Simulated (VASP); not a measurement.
Zr2O:

```
Zr O
1.0
     4.87635    0.00000    0.00000
     0.00000    4.87635    0.00000
     0.00000    0.00000    4.87635
Zr O
4 2
Direct
  0.25000 0.25000 0.75000
  0.75000 0.25000 0.25000
  0.25000 0.75000 0.25000
  0.75000 0.75000 0.75000
  0.00000 0.00000 0.00000
  0.50000 0.50000 0.50000
```

| Property | Result |
| --- | --- |
| Program | VASP 6.6.1 |
| Task | relaxation of cell and atoms |
| Functional | r2SCAN |
| Potentials or basis | VASP PAW PBE potentials, release 64 (Zr_sv, O) |
| Cutoff | 600 eV |
| k mesh | 8 × 8 × 8 |
| Occupations | gaussian, width 0.1 eV |
| Spin | no spin polarisation |

At the start: pressure -2.5 GPa; volume 19.33 Å³/atom.

Problem. Where does the relaxation end?

Solution. Over 3 steps the energy falls by 2.8 meV/atom and the volume is 18.97 Å³/atom (-1.8 %); space group Pn-3m (No. 224, to 0.1 Å) before and after.

Step by step:
```
step  energy change (eV)  largest force (eV/Å)  pressure (GPa)  volume (Å³)
   1              0.0000                0.0000           -2.47       115.95
   2              0.0144                0.0000            3.62       111.04
   3             -0.0166                0.0000           -0.02       113.85
```

Final structure:
```
CELL_PARAMETERS angstrom
4.84663 0.00000 0.00000
0.00000 4.84663 0.00000
0.00000 0.00000 4.84663
ATOMIC_POSITIONS crystal
Zr 0.25000 0.25000 0.75000
Zr 0.75000 0.25000 0.25000
Zr 0.25000 0.75000 0.25000
Zr 0.75000 0.75000 0.75000
O 0.00000 0.00000 0.00000
O 0.50000 0.50000 0.50000
```

Caveat: the PAW data sets were made with another functional, which shifts forces and pressure a little.
